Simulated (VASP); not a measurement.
# Co (Im-3m) in VASP: notebook

The runs below take Co through single point, with PBEsol.

All numbers are computed with VASP 6.6.1; they aren't measurements. Logs are shortened: lines on timing, memory, paths and dates and some standing lists are left out, and cuts for length are marked.

### Step 1. The cell of the first run

It takes space group Im-3m (No. 229, cubic). Conventional cell: a = 2.766 Å, b = 2.766 Å, c = 2.766 Å, α = 90.00°, β = 90.00°, γ = 90.00°. Co (site symmetry m-3m) has 14 Co at 2.40 to 2.77 Å within 3.2 Å.

### Step 2. Single point, PBEsol, collinear spin, ferromagnetic start

File INCAR:

```
  PREC = Accurate
  ENCUT = 520
  EDIFF = 1E-6
  ISMEAR = -1
  SIGMA = 0.05
  LREAL = F
  LASPH = T
  NELM = 150
  ALGO = Normal
  ISIF = 2
  LWAVE = F
  LCHARG = F
  ISPIN = 2
  MAGMOM = 1.782
  LORBIT = 11
  LMAXMIX = 4
  GGA = PS
  NBANDS = 14
```

File KPOINTS:

```
Automatic mesh
0
Gamma
  18 18 18
```

File POSCAR:

```
Co
1.0
   -1.3828181581      1.3828181581      1.3828181581
    1.3828181581     -1.3828181581      1.3828181581
    1.3828181581      1.3828181581     -1.3828181581
Co
1
Direct
    0.0000000000      0.0000000000      0.0000000000
```

Potentials or basis: VASP PAW PBE potentials, release 64 (Co).

The run is started by

```bash
> cat potpaw_PBE.64/Co/POTCAR > POTCAR
> mpirun -np 1 vasp_std > vasp.out
```

OUTCAR:

```text
PREC = Accurate
   ENCUT = 520
   EDIFF = 1E-6
   ISMEAR = -1
   LREAL = F
   LASPH = T
   NELM = 150
   ISIF = 2
   ISPIN = 2
   LORBIT = 11
   GGA = PS

 ion  position               nearest neighbor table
   1  0.000  0.000  0.000-

  LATTYP: Found a body centered cubic cell.
 ALAT       =     2.7656363162

  Lattice vectors:

 A1 = (  -1.3828181581,   1.3828181581,   1.3828181581)
 A2 = (   1.3828181581,  -1.3828181581,   1.3828181581)
 A3 = (   1.3828181581,   1.3828181581,  -1.3828181581)

Analysis of symmetry for initial positions (statically):
=====================================================================
 Subroutine PRICEL returns:
 Original cell was already a primitive cell.

 Routine SETGRP: Setting up the symmetry group for a
 body centered cubic supercell.

 Subroutine GETGRP returns: Found 48 space group operations
 (whereof 48 operations were pure point group operations)
 out of a pool of 48 trial point group operations.

The static configuration has the point symmetry O_h .

Analysis of symmetry for dynamics (positions and initial velocities):
=====================================================================
 Subroutine PRICEL returns:
 Original cell was already a primitive cell.

 Routine SETGRP: Setting up the symmetry group for a
 body centered cubic supercell.

 Subroutine GETGRP returns: Found 48 space group operations
 (whereof 48 operations were pure point group operations)
 out of a pool of 48 trial point group operations.

The dynamic configuration has the point symmetry O_h .

Analysis of structural, dynamic, and magnetic symmetry:
=====================================================================
 Subroutine PRICEL returns:
 Original cell was already a primitive cell.

 Routine SETGRP: Setting up the symmetry group for a
 body centered cubic supercell.

 Subroutine GETGRP returns: Found 48 space group operations
 (whereof 48 operations were pure point group operations)
 out of a pool of 48 trial point group operations.

The overall configuration has the point symmetry O_h .

 Subroutine INISYM returns: Found 48 space group operations
 (whereof 48 operations are pure point group operations),
 and found     1 'primitive' translations

----------------------------------------------------------------------------------------

                                     Primitive cell

  volume of cell :      10.5768

  direct lattice vectors                    reciprocal lattice vectors
    -1.382818158  1.382818158  1.382818158     0.000000000  0.361580441  0.361580441
     1.382818158 -1.382818158  1.382818158     0.361580441  0.000000000  0.361580441
     1.382818158  1.382818158 -1.382818158     0.361580441  0.361580441  0.000000000

  length of vectors
[... 124 lines left out ...]
  free energy    TOTEN  =        -7.63002258 eV

  energy without entropy =       -7.61803599  energy(sigma->0) =       -7.62402928

 E-fermi :  10.7784     XC(G=0): -13.7324

 val. band max:       10.7748362061   @ k =  -0.3889   0.4444   0.0556
 cond. band min:      10.7797131068   @ k =   0.2778   0.0556  -0.0000
 fundamental gap:      0.0048769007
 Fermi energy:        10.7784362849

 spin component 1

 k-point     1 :       0.0000    0.0000    0.0000
  band No.  band energies     occupation
      1       1.2921      1.00000
      2       7.7105      1.00000
      3       7.7105      1.00000
      4       7.7105      1.00000
      5       8.9251      1.00000
      6       8.9251      1.00000
      7      36.3710      0.00000
      8      36.3710      0.00000
      9      36.3710      0.00000
     10      41.8558      0.00000
     11      41.8558      0.00000
     12      44.0361      0.00000
     13      44.0361      0.00000
     14      44.0361      0.00000
[... 379 lines left out ...]
      3       8.3941      1.00000
      4       8.9482      1.00000
      5       9.5234      1.00000
      6      11.7514      0.00000
      7      18.3979      0.00000
      8      27.0090      0.00000
      9      30.4609      0.00000
     10      36.2159      0.00000
     11      41.1963      0.00000
     12      44.1989      0.00000
     13      46.8180      0.00000
     14      50.4678      0.00000

 [... further k-points ...]

 spin component 2

 k-point     1 :       0.0000    0.0000    0.0000
  band No.  band energies     occupation
      1       1.4088      1.00000
      2       9.2379      1.00000
      3       9.2379      1.00000
      4       9.2379      1.00000
      5      11.0680      0.00305
      6      11.0680      0.00305
      7      36.2509      0.00000
      8      36.2509      0.00000
      9      36.2509      0.00000
     10      42.0101      0.00000
     11      42.0101      0.00000
     12      44.6215      0.00000
     13      44.6215      0.00000
     14      44.8139      0.00000
[... 379 lines left out ...]
      3       9.5053      1.00000
      4      10.9146      0.06164
      5      11.4340      0.00000
      6      12.9268      0.00000
      7      19.2952      0.00000
      8      27.3459      0.00000
      9      30.7683      0.00000
     10      36.5114      0.00000
     11      41.6627      0.00000
     12      44.3601      0.00000
     13      50.2216      0.00000
     14      51.1504      0.00000

 [... further k-points ...]

------------------------ aborting loop because EDIFF is reached ----------------------------------------

  FORCE on cell =-STRESS in cart. coord.  units (eV):
  Direction    XX          YY          ZZ          XY          YZ          ZX
  --------------------------------------------------------------------------------------
  -------------------------------------------------------------------------------------
  Total       -0.0599938     -0.0599938     -0.0599938      0.0000000     -0.0000000      0.0000000
  in kB       -9.0878587     -9.0878587     -9.0878587      0.0000000     -0.0000000      0.0000000
  external PRESSURE =      -9.0878587 kB  Pullay stress =       0.0000000 kB

 VOLUME and BASIS-vectors are now :
 -----------------------------------------------------------------------------
  energy-cutoff  :      520.00
  volume of cell :       10.58
      direct lattice vectors                 reciprocal lattice vectors
    -1.382818158  1.382818158  1.382818158     0.000000000  0.361580441  0.361580441
     1.382818158 -1.382818158  1.382818158     0.361580441  0.000000000  0.361580441
     1.382818158  1.382818158 -1.382818158     0.361580441  0.361580441  0.000000000

 POSITION                                       TOTAL-FORCE (eV/Angst)
 -----------------------------------------------------------------------------------
      0.00000      0.00000      0.00000         0.000000      0.000000      0.000000
 -----------------------------------------------------------------------------------
    total drift:                                0.000000      0.000000      0.000000

  FREE ENERGIE OF THE ION-ELECTRON SYSTEM (eV)
  ---------------------------------------------------
  free  energy   TOTEN  =        -7.6300225771 eV

  energy  without entropy=       -7.6180359906  energy(sigma->0) =       -7.62402928

 total charge

# of ion       s       p       d       tot
------------------------------------------
    1        0.499   0.557   7.261   8.317

 magnetization (x)

# of ion       s       p       d       tot
------------------------------------------
    1       -0.005  -0.043   1.749   1.702
```

Wall time 61 s (1 thread of Intel Xeon 6975P-C, shared host); peak memory 0.16 GiB.

Results:

- Free energy: -7.6300 eV
- Pressure: -0.9 GPa
- Net moment: 1.69 μB per cell
- Site moments: Co +1.70 μB
- Valence electrons inside the program's atomic spheres: Co 8.32

Caveat: the PAW data sets were made with another functional, which shifts forces and pressure a little.

### Step 3. Single point, PBEsol, collinear spin, ferromagnetic start (volume scaled by 1.04)

File INCAR:

```
SYSTEM = Co
ALGO = Normal ; EDIFF = 1E-6
ENCUT = 520 ; GGA = PS
ISIF = 2 ; ISMEAR = -1
ISPIN = 2 ; LASPH = .True.
LCHARG = .False. ; LMAXMIX = 4
LORBIT = 11 ; LREAL = .False.
LWAVE = .False. ; MAGMOM = 1.782
NBANDS = 14 ; NELM = 150
PREC = Accurate ; SIGMA = 0.05
```

File KPOINTS:

```
k-points
0
Gamma
  18 18 18
  0 0 0
```

File POSCAR:

```
Co
1.0
   -1.4010152207      1.4010152207      1.4010152207
    1.4010152207     -1.4010152207      1.4010152207
    1.4010152207      1.4010152207     -1.4010152207
Co
1
Direct
    0.0000000000      0.0000000000      0.0000000000
```

Potentials or basis: VASP PAW PBE potentials, release 64 (Co).

The run is started by

```bash
> cat potpaw_PBE.64/Co/POTCAR > POTCAR
> mpirun -np 1 vasp_std > vasp.out
```

Wall time 60 s (1 thread of Intel Xeon 6975P-C, shared host); peak memory 0.16 GiB.

It converged, with:

```yaml
Free_energy: -7.6162 eV
Pressure: -9.2 GPa
Net_moment: 1.71 μB per cell
Site_moments: Co +1.73 μB
Valence_electrons_inside_the_program's_atomic_spheres: Co 8.24
```

Levels at points of the mesh, in eV from the Fermi level:
Spin up:
| k point | band 3 | band 4 | band 5 | band 6 | band 7 | band 8 |
| --- | --- | --- | --- | --- | --- | --- |
| (0.00, 0.00, 0.00) | -3.01 | -3.01 | -1.88 | -1.88 | 25.20 | 25.20 |
| (0.50, 0.00, 0.00) | -1.83 | -1.72 | -0.55 | -0.14 | 6.35 | 18.25 |
| (0.50, 0.50, 0.50) | -0.80 | -0.80 | -0.80 | 9.37 | 9.37 | 9.37 |
Spin down:
```csv
k point,band 1,band 2,band 3,band 4,band 5,band 6,band 7,band 8
"(0.00, 0.00, 0.00)",-9.14,-1.46,-1.46,-1.46,0.29,0.29,25.06,25.06
"(0.50, 0.00, 0.00)",-4.42,-2.60,-0.07,0.18,0.50,1.24,7.38,18.30
"(0.50, 0.50, 0.50)",-3.84,-3.84,0.97,0.97,0.97,9.54,9.54,9.54
```

Caveat: the PAW data sets were made with another functional, which shifts forces and pressure a little.

### Step 4. Single point, PBEsol, collinear spin, ferromagnetic start (volume scaled by 1.08)

File INCAR:

```
SYSTEM = Co
PREC = Accurate
ENCUT = 520
EDIFF = 1E-6
ISMEAR = -1
SIGMA = 0.05
LREAL = .FALSE.
LASPH = .TRUE.
NELM = 150
ALGO = Normal
ISIF = 2
LWAVE = .FALSE.
LCHARG = .TRUE.
ISPIN = 2
MAGMOM = 1.782
LORBIT = 11
LMAXMIX = 4
GGA = PS
LELF = .TRUE.
LVHAR = .TRUE.
NBANDS = 14
```

File KPOINTS:

```
regular mesh
0
G
  18 18 18
  0 0 0
```

File POSCAR:

```
Co
1.0
   -1.4187514734      1.4187514734      1.4187514734
    1.4187514734     -1.4187514734      1.4187514734
    1.4187514734      1.4187514734     -1.4187514734
Co
1
Direct
    0.0000000000      0.0000000000      0.0000000000
```

Potentials or basis: VASP PAW PBE potentials, release 64 (Co).

The run is started by

```bash
> cat potpaw_PBE.64/Co/POTCAR > POTCAR
> mpirun -np 1 vasp_std > vasp.out
```

OUTCAR:

```text
SYSTEM = Co
   PREC = Accurate
   ENCUT = 520
   EDIFF = 1E-6
   ISMEAR = -1
   LREAL = .FALSE.
   LASPH = .TRUE.
   NELM = 150
   ISIF = 2
   ISPIN = 2
   LORBIT = 11
   GGA = PS

 ion  position               nearest neighbor table
   1  0.000  0.000  0.000-

  LATTYP: Found a body centered cubic cell.
 ALAT       =     2.8375029468

  Lattice vectors:

 A1 = (  -1.4187514734,   1.4187514734,   1.4187514734)
 A2 = (   1.4187514734,  -1.4187514734,   1.4187514734)
[... 1023 lines left out ...]
  -------------------------------------------------------------------------------------
  Total       -1.0996569     -1.0996569     -1.0996569      0.0000000      0.0000000     -0.0000000
  in kB     -154.2370849   -154.2370849   -154.2370849      0.0000000      0.0000000     -0.0000000
  external PRESSURE =    -154.2370849 kB  Pullay stress =       0.0000000 kB

 VOLUME and BASIS-vectors are now :
 -----------------------------------------------------------------------------
  energy-cutoff  :      520.00
  volume of cell :       11.42
      direct lattice vectors                 reciprocal lattice vectors
    -1.418751473  1.418751473  1.418751473     0.000000000  0.352422541  0.352422541
     1.418751473 -1.418751473  1.418751473     0.352422541  0.000000000  0.352422541
     1.418751473  1.418751473 -1.418751473     0.352422541  0.352422541  0.000000000

 POSITION                                       TOTAL-FORCE (eV/Angst)
 -----------------------------------------------------------------------------------
      0.00000      0.00000      0.00000        -0.000000      0.000000     -0.000000
 -----------------------------------------------------------------------------------
    total drift:                                0.000000      0.000000      0.000000

  FREE ENERGIE OF THE ION-ELECTRON SYSTEM (eV)
  ---------------------------------------------------
  free  energy   TOTEN  =        -7.5832473150 eV

  energy  without entropy=       -7.5694448484  energy(sigma->0) =       -7.57634608

 total charge

# of ion       s       p       d       tot
------------------------------------------
    1        0.469   0.492   7.209   8.169

 magnetization (x)

# of ion       s       p       d       tot
------------------------------------------
    1       -0.004  -0.042   1.819   1.773
```

stdout:

```text
POSCAR found type information on POSCAR Co
 POSCAR found :  1 types and       1 ions
 scaLAPACK will be used
 -----------------------------------------------------------------------------
|                                                                             |
|                                                                             |
|     You enforced a specific xc type in the INCAR file but a different       |
|     I HOPE YOU KNOW WHAT YOU ARE DOING!                                     |
|                                                                             |
 -----------------------------------------------------------------------------

 LDA part: xc-table for (Slater+PW92), standard interpolation
 POSCAR, INCAR and KPOINTS ok, starting setup
 FFT: planning ... GRIDC
 FFT: planning ... GRID_SOFT
 FFT: planning ... GRID
 WAVECAR not read
 entering main loop
```

It used 40 s of CPU time on 1 thread of Intel Xeon 6975P-C, on a shared host.

What came out:

```yaml
Free_energy: -7.5832 eV
Pressure: -15.4 GPa
Net_moment: 1.75 μB per cell
Site_moments: Co +1.77 μB
Valence_electrons_inside_the_program's_atomic_spheres: Co 8.17
```

Caveat: the PAW data sets were made with another functional, which shifts forces and pressure a little.

### Step 5. Overview

```tsv
cell	gap on the mesh (eV)	pressure (GPa)	moment (μB)
a = 2.395 Å, angles 109.5°, 1 atom	none	-0.9	1.69
a = 2.427 Å, angles 109.5°, 1 atom	none	-9.2	1.71
a = 2.457 Å, angles 109.5°, 1 atom	none	-15.4	1.75
```

Alike in all rows: task single point; level PBEsol; potentials or basis VASP PAW PBE potentials, release 64 (Co); spin collinear, ferromagnetic start; k mesh 18 × 18 × 18; cutoff (eV) 520; smearing fermi-dirac 0.05 eV.

Caveats: the PAW data sets were made with another functional, which shifts forces and pressure a little.

Total energies depend on the potentials used, so only differences within one code and one set of settings carry meaning.
